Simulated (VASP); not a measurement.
A run of VASP 6.6.1 is set up as follows.

INCAR

```
PREC = Accurate
ENCUT = 520
EDIFF = 1E-6
ISMEAR = -1
SIGMA = 0.05
LREAL = Auto
LASPH = T
NELM = 120
ALGO = Normal
ISIF = 2
LWAVE = F
LCHARG = F
GGA = PS
ISYM = -1
NBANDS = 246
GGA_COMPAT = F
```

Contents of KPOINTS:

```
explicit points
1
Reciprocal
  0.25000000   0.25000000   0.25000000 1
```

POSCAR

```
Si47C49
1.0
    9.2342040000      0.0000000000      0.0000000000
    0.0000000000     10.6627400000      0.0000000000
    0.0000000000      0.0000000000     10.0759470000
Si C
47 49
Direct
    0.0023720000      0.0003020000      0.4998900000
    0.3336020000      0.9990090000      0.5001520000
    0.1708990000      0.2539340000      0.5004020000
    0.0041220000      0.5010280000      0.5003060000
    0.6648800000      0.0003070000      0.4998940000
    0.4961550000      0.2540000000      0.5004500000
    0.1688280000      0.7449380000      0.5005710000
    0.8336010000      0.2501560000      0.4997730000
    0.6631090000      0.5011860000      0.5004230000
    0.4984200000      0.7449010000      0.5005910000
    0.8336650000      0.7511440000      0.5005010000
    0.0008910000      0.1675860000      0.2497690000
    0.3334020000      0.1667200000      0.2503060000
    0.1705060000      0.4187370000      0.2531740000
    0.9999960000      0.6667850000      0.2505240000
    0.6659070000      0.1676210000      0.2497610000
    0.4961720000      0.4188270000      0.2531730000
    0.3334530000      0.6626440000      0.2532300000
    0.1673700000      0.9157790000      0.2499250000
    0.8334590000      0.4167300000      0.2495870000
    0.6668450000      0.6667860000      0.2505230000
    0.4994840000      0.9157820000      0.2498990000
    0.8334240000      0.9174080000      0.2502880000
    0.1670260000      0.0837930000      0.7502060000
    0.0001180000      0.3334880000      0.7497250000
    0.4997750000      0.0838060000      0.7502150000
    0.3333850000      0.3355520000      0.7445320000
    0.1686300000      0.5823450000      0.7445300000
    0.0004210000      0.8333980000      0.7502960000
    0.8334210000      0.0833000000      0.7498180000
    0.6667010000      0.3334900000      0.7497250000
    0.4982200000      0.5823480000      0.7445560000
    0.3334070000      0.8332510000      0.7499920000
    0.8334510000      0.5836170000      0.7503270000
    0.6664240000      0.8334090000      0.7502770000
    0.0004430000      0.0001520000      0.0002920000
    0.3334060000      0.0003370000      0.0000700000
    0.1672900000      0.2513710000      0.9994500000
    0.0011850000      0.4998380000      0.9996950000
    0.6663710000      0.0001520000      0.0002970000
    0.4994950000      0.2513890000      0.9994550000
    0.3333920000      0.5000820000      0.9981110000
    0.1676590000      0.7490320000      0.9996220000
    0.8334030000      0.2498680000      0.9997620000
    0.6656790000      0.4998340000      0.9997150000
    0.4991810000      0.7490350000      0.9996090000
    0.8334090000      0.7501330000      0.0003960000
    0.3338360000      0.5002860000      0.5002570000
    0.0007260000      0.0002650000      0.1879070000
    0.3334710000      0.0000090000      0.1873700000
    0.1676380000      0.2516760000      0.1881200000
    0.0014980000      0.4998740000      0.1885200000
    0.6662110000      0.0002960000      0.1879170000
    0.4992340000      0.2517430000      0.1881640000
    0.3334230000      0.5000590000      0.1843720000
    0.1679220000      0.7486150000      0.1883780000
    0.8334750000      0.2500200000      0.1870940000
    0.6653760000      0.4998290000      0.1885460000
    0.4990450000      0.7486320000      0.1883290000
    0.8334520000      0.7504070000      0.1878820000
    0.0005160000      0.0001790000      0.6874510000
    0.3333540000      0.9999840000      0.6876540000
    0.1666520000      0.2501030000      0.6872000000
    0.9995020000      0.5000710000      0.6872010000
    0.6661950000      0.0002050000      0.6874450000
    0.5000200000      0.2501240000      0.6872290000
    0.3334130000      0.5001130000      0.6651430000
    0.1666600000      0.7501220000      0.6873650000
    0.8333450000      0.2499940000      0.6872820000
    0.6671970000      0.5001070000      0.6872260000
    0.5000780000      0.7501210000      0.6873760000
    0.8333760000      0.7504370000      0.6879830000
    0.0028120000      0.1693200000      0.4379240000
    0.3335330000      0.1657010000      0.4382380000
    0.1862460000      0.4265840000      0.4448950000
    0.9994150000      0.6671300000      0.4383870000
    0.6641790000      0.1693730000      0.4379040000
    0.4805150000      0.4268510000      0.4451470000
    0.3336000000      0.6462700000      0.4452020000
    0.1688440000      0.9132020000      0.4379770000
    0.8335640000      0.4166700000      0.4377120000
    0.6677510000      0.6671690000      0.4383860000
    0.4983010000      0.9131770000      0.4379810000
    0.8335720000      0.9186840000      0.4383790000
    0.1669190000      0.0840840000      0.9384250000
    0.9999320000      0.3333630000      0.9377850000
    0.4999020000      0.0841000000      0.9384470000
    0.3333880000      0.3351030000      0.9342160000
    0.1681630000      0.5825440000      0.9343330000
    0.0006450000      0.8331720000      0.9386410000
    0.8334140000      0.0830280000      0.9380220000
    0.6668990000      0.3333580000      0.9377850000
    0.4987250000      0.5825100000      0.9343840000
    0.3334320000      0.8335630000      0.9380270000
    0.8334300000      0.5832190000      0.9389090000
    0.6662030000      0.8331710000      0.9386300000
```

Potentials or basis: VASP PAW PBE potentials, release 64 (Si, C).

Run with:

```bash
$ cat potpaw_PBE.64/Si/POTCAR potpaw_PBE.64/C/POTCAR > POTCAR
$ mpirun -np 1 vasp_std > vasp.out
```

Question: What does it give for the largest force?

Answer: 0.017 eV/Å.

Question: What does it give for the pressure?

Answer: -1.9 GPa.

Stress tensor (GPa, compression positive):
```
-1.99  0.34  0.27
 0.34 -1.88  0.02
 0.27  0.02 -1.89
```

Caveat: the PAW data sets were made with another functional, which shifts forces and pressure a little.
